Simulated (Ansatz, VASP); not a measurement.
**Ti in VASP and in Ansatz**

```
Ti
1.0
     4.60000    0.00000    0.00000
    -2.30000    3.98372    0.00000
     0.00000    0.00000    2.82000
Ti
3
Direct
  0.00000 0.00000 0.00000
  0.33333 0.66667 0.50000
  0.66667 0.33333 0.50000
```

Alike in both runs: task relaxation of cell and atoms; functional PBE; k mesh 12 × 12 × 14; occupations gaussian, width 0.1 eV; no spin polarisation.

|  | VASP | Ansatz |
| --- | --- | --- |
| version | VASP 6.6.1 | Ansatz 0.2.0 |
| potentials or method | VASP PAW PBE potentials, release 64 (Ti_sv), cutoff 600 eV | scalar-relativistic, plane waves, PAW |
| valence electrons in the cell | 36 | 36 |

Ansatz gave:

```
gap on the k mesh at the Fermi level, each at its own relaxed structure (eV) : none
relaxed volume (Å³/atom)                                                     : 17.14
relaxed cell length with the largest relative difference (Å)                 : 4.580
```

Problem. Which values does VASP return?

Solution. gap on the k mesh at the Fermi level, each at its own relaxed structure (eV): none; relaxed volume (Å³/atom): 17.11; relaxed cell length with the largest relative difference (Å): 4.576.

A gap of «none» marks a metal or a gap that the smearing closes.
